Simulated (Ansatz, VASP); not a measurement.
Two plane-wave programs on AlAs4

```
Al As
1.0
     3.73453    0.00000    0.00000
    -1.86727    3.23420    0.00000
     0.00000    0.00000    8.55958
Al As
1 4
Cartesian
  0.0000 0.0000 0.0000
  0.0000 2.1561 1.6974
  1.8673 1.0781 3.1978
  1.8673 1.0781 6.8622
  0.0000 2.1561 5.3618
```

Alike in both runs: functional PBE; k mesh 5 × 5 × 2; occupations gaussian, width 0.2 eV; no spin polarisation.

Ansatz relaxed the structure, and its values are those at the end. VASP's run is a single point on that final structure, the one shown.

|  | VASP | Ansatz |
| --- | --- | --- |
| version | VASP 6.6.1 | Ansatz 0.2.0 |
| potentials or method | VASP PAW PBE potentials, release 64 (Al, As), cutoff 500 eV | scalar-relativistic, plane waves, PAW |
| valence electrons in the cell | 23 | 63 |

Ansatz gave:

- gap on the k mesh at the Fermi level (eV): none
- pressure (GPa): 0.0
- rms of the force components (eV/Å): 0.007

Question: What did VASP give for the same quantities?

Answer: gap on the k mesh at the Fermi level (eV): none; pressure (GPa): 0.1; rms of the force components (eV/Å): 0.018.

A gap of «none» marks a metal or a gap that the smearing closes. The functional is the same, so the differences come from potentials, cutoffs and numerics. VASP's potentials hold 23 valence electrons a cell and Ansatz's 63, so a difference there can come from the potentials and not from the codes.

The k mesh is coarse, so the values compare programs but aren't converged.
